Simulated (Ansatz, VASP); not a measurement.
Two plane-wave programs on TiCo3

Contents of POSCAR:

```
TiCo3
1.0
    3.4761847002      0.0000000000      0.0000000000
    0.0000000000      3.4761847002      0.0000000000
    0.0000000000      0.0000000000      3.4761847002
Ti Co
1 3
Direct
    0.0000000000      0.0000000000      0.0000000000
    0.0000000000      0.5000000000      0.5000000000
    0.5000000000      0.0000000000      0.5000000000
    0.5000000000      0.5000000000      0.0000000000
```

INCAR.step1

```
SYSTEM = TiCo3
PREC = Accurate ; ENCUT = 520
ISMEAR = 0 ; SIGMA = 0.1
LREAL = .FALSE. ; LASPH = .TRUE.
NELM = 150 ; ISPIN = 2
MAGMOM = -0.7 1.46 1.46 1.46 ; LMAXMIX = 4
NBANDS = 32 ; GGA = PE
ALGO = Normal ; EDIFF = 1E-4
LWAVE = .TRUE. ; LCHARG = .FALSE.
```

INCAR.step2

```
SYSTEM = TiCo3
PREC = Accurate ; ENCUT = 520
EDIFF = 1E-6 ; ISMEAR = 0
SIGMA = 0.1 ; LREAL = .FALSE.
LASPH = .TRUE. ; NELM = 150
ALGO = Normal ; ISIF = 2
LWAVE = .FALSE. ; LCHARG = .FALSE.
ISPIN = 2 ; MAGMOM = -0.7 1.46 1.46 1.46
LORBIT = 11 ; LMAXMIX = 4
METAGGA = R2SCAN ; LMIXTAU = .TRUE.
NBANDS = 32 ; ISTART = 1
```

File KPOINTS:

```
Automatic mesh
0
G
  12 12 12
  0 0 0
```

Input for Ansatz:

```yaml
crystal:
  lattice:
    - [3.4761847002, 0.0, 0.0]
    - [0.0, 3.4761847002, 0.0]
    - [0.0, 0.0, 3.4761847002]
  atoms:
    - { symbol: Ti, position: [0.0, 0.0, 0.0], spin: -0.7 }
    - { symbol: Co, position: [0.0, 0.5, 0.5], spin: 1.46 }
    - { symbol: Co, position: [0.5, 0.0, 0.5], spin: 1.46 }
    - { symbol: Co, position: [0.5, 0.5, 0.0], spin: 1.46 }
basis:
  ecutwfc: 500
kpoints:
  mp_grid: { grid: [12, 12, 12] }
hamiltonian:
  xc: r2scan
scf:
  occupations: { method: gaussian, width: 0.1 }
output:
  forces: true
  stress: true
  eigenvalues: true
  populations: true
magnetization:
  spin_polarized: true
```

Alike in both runs: task single point; functional r2SCAN; k mesh 12 × 12 × 12; occupations gaussian, width 0.1 eV; collinear spin.

```csv
,VASP,Ansatz
version,VASP 6.6.1,Ansatz 0.2.0
potentials or method,"VASP PAW PBE potentials, release 64 (Ti_sv, Co), cutoff 520 eV","scalar-relativistic, plane waves, PAW"
valence electrons in the cell,39,63
```

VASP gave:

```
gap on the k mesh at the Fermi level (eV)                     : none
pressure (GPa)                                                : 15.2
net moment per atom (μB)                                      : 0.00
size of the moment on the site where the two differ most (μB) : 0.00
```

Task: Which values does Ansatz return?

Result: gap on the k mesh at the Fermi level (eV): none; pressure (GPa): 23.7; net moment per atom (μB): 0.70; size of the moment on the site where the two differ most (μB): 1.24.

The net moments are unlike, so the other rows may belong to different states. VASP's potentials were made for PBE, not for r2SCAN. Site moments also hang on the region over which each program counts them. A gap of «none» marks a metal or a gap that the smearing closes. VASP's potentials hold 39 valence electrons a cell and Ansatz's 63, so a difference there can come from the potentials and not from the codes. Ansatz's warnings: stability check not made.
